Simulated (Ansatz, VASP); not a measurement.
**BaY in VASP and in Ansatz**

File INCAR:

```
SYSTEM = BaY
PREC = Accurate ; ENCUT = 520
EDIFF = 1E-6 ; ISMEAR = -1
SIGMA = 0.03 ; LREAL = .False.
LASPH = .True. ; NELM = 150
ALGO = Normal ; ISIF = 2
LWAVE = .False. ; LCHARG = .False.
LMAXMIX = 4 ; LDAU = .True.
LDAUTYPE = 2 ; LDAUL = -1 2
LDAUU = 0 1 ; LDAUJ = 0 0
LDAUPRINT = 1 ; GGA = PS
NBANDS = 18
```

Contents of KPOINTS:

```
regular mesh
0
Gamma
  11 11 8
  0 0 0
```

POSCAR

```
BaY
1.0
    3.9038829515      0.0000000000      0.0000000000
    0.0000000000      3.9038829515      0.0000000000
    0.0000000000      0.0000000000      5.8555097825
Ba Y
1 1
Direct
    0.0000000000      0.0000000000      0.0000000000
    0.5000000000      0.5000000000      0.5000000000
```

Input for Ansatz:

```yaml
crystal:
  lattice:
    - [3.9038829515, 0.0, 0.0]
    - [0.0, 3.9038829515, 0.0]
    - [0.0, 0.0, 5.8555097825]
  atoms:
    - { symbol: Ba, position: [0.0, 0.0, 0.0] }
    - { symbol: "Y", position: [0.5, 0.5, 0.5] }
kpoints:
  mp_grid: { grid: [11, 11, 8] }
scf:
  occupations: { method: fermi_dirac, width: 0.03 }
  lower_state_search: "off"
hamiltonian:
  xc: pbesol
  pseudopotentials: { kind: all_electron, lapw: { basis_error: 0.00025 } }
  hubbard: { sites: [{ species: "Y", l: d, u_eff: 1.0 }], double_counting: fll }
output:
  forces: true
  stress: true
  eigenvalues: true
```

Alike in both runs: task single point; functional PBEsol; k mesh 11 × 11 × 8; occupations fermi-dirac, width 0.03 eV; no spin polarisation; Hubbard terms Y d U = 1.0 eV.

|  | VASP | Ansatz |
| --- | --- | --- |
| version | VASP 6.6.1 | Ansatz 0.2.0 |
| potentials or method | VASP PAW PBE potentials, release 64 (Ba_sv, Y_sv), cutoff 520 eV | all-electron LAPW, scalar-relativistic |

```csv
,VASP,Ansatz,Ansatz less VASP
gap on the k mesh at the Fermi level (eV),none,none,-
pressure (GPa),-1.4,-1.3,+0.12
"traceless stress, the component that is largest in VASP (GPa)",-0.06,-0.04,+0.021
```

VASP's potentials were made for PBE, not for PBEsol. The programs project onto different local orbitals, so the same U acts differently, and such runs can settle in different states. A gap of «none» marks a metal or a gap that the smearing closes. Ansatz ran all-electron here, and VASP with PAW potentials. Ansatz's warnings: filled band counts differ across k points.

Spin-orbit coupling is off throughout.
